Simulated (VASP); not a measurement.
Here is a VASP 6.6.1 calculation.

The input INCAR:

```
PREC = Accurate
ENCUT = 600
EDIFF = 1E-6
ISMEAR = 0
SIGMA = 0.1
LREAL = False
LASPH = True
NELM = 60
ALGO = Normal
ISIF = 3
LWAVE = False
LCHARG = False
GGA = PE
IBRION = 2
NSW = 80
EDIFFG = -0.01
```

KPOINTS

```
regular mesh
0
Gamma
  12 12 12
```

The input POSCAR:

```
Ti
1.0
    0.0000000000      2.8365593518      2.8365593518
    2.8365593518      0.0000000000      2.8365593518
    2.8365593518      2.8365593518      0.0000000000
Ti
2
Direct
    0.5000000000      0.5000000000      0.5000000000
    0.7500000000      0.7500000000      0.7500000000
```

Potentials or basis: VASP PAW PBE potentials, release 64 (Ti_sv).

The run is started by

```bash
$ cat potpaw_PBE.64/Ti_sv/POTCAR > POTCAR
$ mpirun -np 1 vasp_std > vasp.out
```

(1) What does it give for the band gap on the k mesh?

Results:

(1) zero (bands 12 and 13 overlap by 0.19 eV).

Caveat: the relaxation stopped at its first step, so nothing moved.
